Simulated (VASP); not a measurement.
Input of a VASP 6.6.1 run:

File INCAR:

```
  PREC = Accurate
  ENCUT = 520
  EDIFF = 1E-6
  ISMEAR = 0
  SIGMA = 0.1
  LREAL = False
  LASPH = True
  NELM = 100
  ALGO = Normal
  ISIF = 2
  LWAVE = False
  LCHARG = False
  GGA = PE
  NBANDS = 25
```

KPOINTS

```
regular mesh
0
Gamma
  4 4 4
```

File POSCAR:

```
ZrB4C2
1.0
    0.0000000000      3.4968444253      3.4968444253
    3.4968444253      0.0000000000      3.4968444253
    3.4968444253      3.4968444253      0.0000000000
Zr B C
1 4 2
Direct
    0.0000000000      0.0000000000      0.0000000000
    0.3761870367      0.3761870367      0.3761870367
    0.3761870367      0.3761870367      0.8714388899
    0.3761870367      0.8714388899      0.3761870367
    0.8714388899      0.3761870367      0.3761870367
    0.5000000000      0.5000000000      0.5000000000
    0.2500000000      0.2500000000      0.2500000000
```

Potentials or basis: VASP PAW PBE potentials, release 64 (Zr_sv, B, C).

Launch:

```bash
$ cat potpaw_PBE.64/Zr_sv/POTCAR potpaw_PBE.64/B/POTCAR potpaw_PBE.64/C/POTCAR > POTCAR
$ mpirun -np 1 vasp_std > vasp.out
```

Task: Predict the band gap on the k mesh.

Result: Zero (band 16 reaches 6.24 eV, above the bottom of band 17 at 5.74 eV).

Task: Predict the largest force.

Result: 0.006 eV/Å.

Task: Predict the pressure.

Result: 0.1 GPa.

Forces on the atoms (eV/Å):
```
Zr   0.000  0.000  0.000
B   -0.003 -0.003 -0.003
B    0.003  0.003 -0.003
B    0.003 -0.003  0.003
B   -0.003  0.003  0.003
C    0.000  0.000  0.000
C    0.000  0.000  0.000
```

Caveat: the k points lie up to 0.39 Å⁻¹ apart.
